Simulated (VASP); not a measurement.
Input of a VASP 6.6.1 run:

File INCAR:

```
SYSTEM = NbN
  PREC = Accurate
  ENCUT = 600
  EDIFF = 1E-7
  ISMEAR = 0
  SIGMA = 0.1
  LREAL = .False.
  LASPH = .True.
  NELM = 120
  ALGO = Normal
  ISIF = 3
  LWAVE = .False.
  LCHARG = .False.
  IBRION = 2
  NSW = 100
  EDIFFG = -0.002
  GGA_COMPAT = .False.
  NELMIN = 4
```

File KPOINTS:

```
regular mesh
0
Gamma
  16 16 16
  0 0 0
```

Contents of POSCAR:

```
NbN
1.0
    0.0000000000      2.1950000000      2.1950000000
    2.1950000000      0.0000000000      2.1950000000
    2.1950000000      2.1950000000      0.0000000000
Nb N
1 1
Direct
    0.0000000000      0.0000000000      0.0000000000
    0.5000000000      0.5000000000      0.5000000000
```

Potentials or basis: VASP PAW LDA potentials, release 64 (Nb_sv, N).

The run is started by

```sh
$ cat potpaw_LDA.64/Nb_sv/POTCAR potpaw_LDA.64/N/POTCAR > POTCAR
$ mpirun -np 1 vasp_std > vasp.out
```

Question: Predict the space group after relaxing (to 0.1 Å).

Answer: Fm-3m (No. 225).

Question: Predict the relaxed volume.

Answer: 10.33 Å³/atom.

Final structure:
```cif
data_structure
_symmetry_space_group_name_H-M 'P 1'
_symmetry_Int_Tables_number 1
_cell_length_a 3.0798
_cell_length_b 3.0798
_cell_length_c 3.0798
_cell_angle_alpha 60.000
_cell_angle_beta 60.000
_cell_angle_gamma 60.000
_cell_volume 20.66
loop_
_atom_site_label
_atom_site_type_symbol
_atom_site_fract_x
_atom_site_fract_y
_atom_site_fract_z
_atom_site_occupancy
Nb1 Nb 0.00000 0.00000 0.00000 1
N1 N 0.50000 0.50000 0.50000 1
```

Caveat: the highest band is partly filled, so the run has too few bands.
